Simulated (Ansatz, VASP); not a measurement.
## AsP2: VASP beside Ansatz

```xyz
6
Lattice="3.8681 0.0000 0.0000 -1.9340 3.3499 0.0000 0.0000 0.0000 9.5079" Properties=species:S:1:pos:R:3 pbc="T T T"
P     1.9340    1.1166    3.4184
P     0.0000    2.2332    6.0895
P     0.0000    2.2332    8.1723
P     1.9340    1.1166    1.3356
As    0.0000    0.0000    4.7539
As    0.0000    0.0000    0.0000
```

Alike in both runs: task relaxation of cell and atoms; functional PBE; k mesh 12 × 12 × 4; occupations gaussian, width 0.1 eV; no spin polarisation.

|  | VASP | Ansatz |
| --- | --- | --- |
| version | VASP 6.6.1 | Ansatz 0.2.0 |
| potentials or method | VASP PAW PBE potentials, release 64 (P, As), cutoff 600 eV | scalar-relativistic, plane waves, PAW |
| valence electrons in the cell | 30 | 50 |

```csv
,VASP,Ansatz,Ansatz less VASP
"gap on the k mesh at the Fermi level, each at its own relaxed structure (eV)",none,none,-
relaxed volume (Å³/atom),20.83,20.83,-0.001
relaxed length of the cell vector where the two differ most in proportion (Å),9.280,9.283,+0.0029
```

A gap of «none» marks a metal or a gap that the smearing closes. VASP's potentials hold 30 valence electrons a cell and Ansatz's 50, so a difference there can come from the potentials and not from the codes.
